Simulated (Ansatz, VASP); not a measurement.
## One calculation of ZnS, two programs

```xyz
2
Lattice="0.0000 2.7216 3.0786 2.7216 0.0000 3.0786 2.7216 2.7216 0.0000" Properties=species:S:1:pos:R:3 pbc="T T T"
Zn    0.0000    0.0000    0.0000
S     4.0823    4.0823    4.6179
```

Change from the starting cell: strain +0.1312 x Voigt [0, 0, 1, 0, 0, 0], atoms carried along.

Alike in both runs: task single point; functional PBE; k mesh 8 × 8 × 8; occupations gaussian, width 0.05 eV; no spin polarisation.

|  | VASP | Ansatz |
| --- | --- | --- |
| version | VASP 6.6.1 | Ansatz 0.2.0 |
| potentials or method | VASP PAW PBE potentials, release 64 (Zn, S), cutoff 520 eV | scalar-relativistic, plane waves, PAW |
| valence electrons in the cell | 18 | 18 |

Ansatz gave:

```
gap on the k mesh at the Fermi level (eV)                     : 1.27
least direct gap on the mesh (eV)                             : 1.27
pressure (GPa)                                                : -6.7
traceless stress, the component that is largest in VASP (GPa) : -4.14
```

Estimate VASP's values.

gap on the k mesh at the Fermi level (eV): 1.27; least direct gap on the mesh (eV): 1.27; pressure (GPa): -6.6; traceless stress, the component that is largest in VASP (GPa): -4.12.

The functional is the same, so the differences come from potentials, cutoffs and numerics.
